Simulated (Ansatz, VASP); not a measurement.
**KZn5Pd in VASP and in Ansatz**

```
K Zn Pd
1.0
     4.07371    0.00000    0.00000
     0.00000    4.07371    0.00000
     0.00000    0.00000    7.15487
K Zn Pd
1 5 1
Cartesian
  2.0369 2.0369 0.0000
  2.0369 0.0000 5.1959
  0.0000 2.0369 5.1959
  2.0369 0.0000 1.9590
  0.0000 2.0369 1.9590
  0.0000 0.0000 0.0000
  0.0000 0.0000 3.5774
```

Alike in both runs: task single point; functional PBE; k mesh 4 × 4 × 4; occupations gaussian, width 0.1 eV; no spin polarisation.

|  | VASP | Ansatz |
| --- | --- | --- |
| version | VASP 6.6.1 | Ansatz 0.2.0 |
| potentials or method | VASP PAW PBE potentials, release 64 (K_sv, Zn, Pd), cutoff 520 eV | scalar-relativistic, plane waves, PAW |
| valence electrons in the cell | 79 | 87 |

Ansatz gave:

- gap on the k mesh at the Fermi level (eV): none
- pressure (GPa): 12.0
- traceless stress, the component that is largest in VASP (GPa): -2.14
- rms of the force components (eV/Å): 0.440

Q: Estimate VASP's values.

A: gap on the k mesh at the Fermi level (eV): none; pressure (GPa): 12.3; traceless stress, the component that is largest in VASP (GPa): -2.14; rms of the force components (eV/Å): 0.445.

Atom by atom the forces differ by 0.005 eV/Å (rms over components). A gap of «none» marks a metal or a gap that the smearing closes. The functional is the same, so the differences come from potentials, cutoffs and numerics. VASP's potentials hold 79 valence electrons a cell and Ansatz's 87, so a difference there can come from the potentials and not from the codes.

The k mesh is coarse, so the values compare programs but aren't converged.
